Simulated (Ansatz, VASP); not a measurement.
# Ge2Sb2Te5: VASP beside Ansatz

```
CELL_PARAMETERS angstrom
4.26558 0.00000 0.00000
-2.13279 3.69410 0.00000
0.00000 0.00000 18.02721
ATOMIC_POSITIONS crystal
Ge 0.00000 0.00000 0.33253
Ge 0.00000 0.00000 0.66747
Sb 0.33333 0.66667 0.11242
Sb 0.66667 0.33333 0.88758
Te 0.00000 0.00000 0.00000
Te 0.33333 0.66667 0.79074
Te 0.66667 0.33333 0.20926
Te 0.33333 0.66667 0.41097
Te 0.66667 0.33333 0.58903
```

Alike in both runs: functional PBE; k mesh 12 × 12 × 2; occupations gaussian, width 0.1 eV; no spin polarisation.

Ansatz relaxed the structure, and its values are those at the end. VASP's run is a single point on that final structure, the one shown.

|  | VASP | Ansatz |
| --- | --- | --- |
| version | VASP 6.6.1 | Ansatz 0.2.0 |
| potentials or method | VASP PAW PBE potentials, release 64 (Ge_d, Sb, Te), cutoff 520 eV | scalar-relativistic, plane waves, PAW |
| valence electrons in the cell | 68 | 138 |

Ansatz gave:

```
pressure (GPa)                     : 0.0
rms of the force components (eV/Å) : 0.001
```

Problem. Estimate VASP's values.

Solution. Pressure (GPa): 0.0; rms of the force components (eV/Å): 0.008.

The functional is the same, so the differences come from potentials, cutoffs and numerics. VASP's potentials hold 68 valence electrons a cell and Ansatz's 138, so a difference there can come from the potentials and not from the codes.

Neither program's run includes spin-orbit coupling.
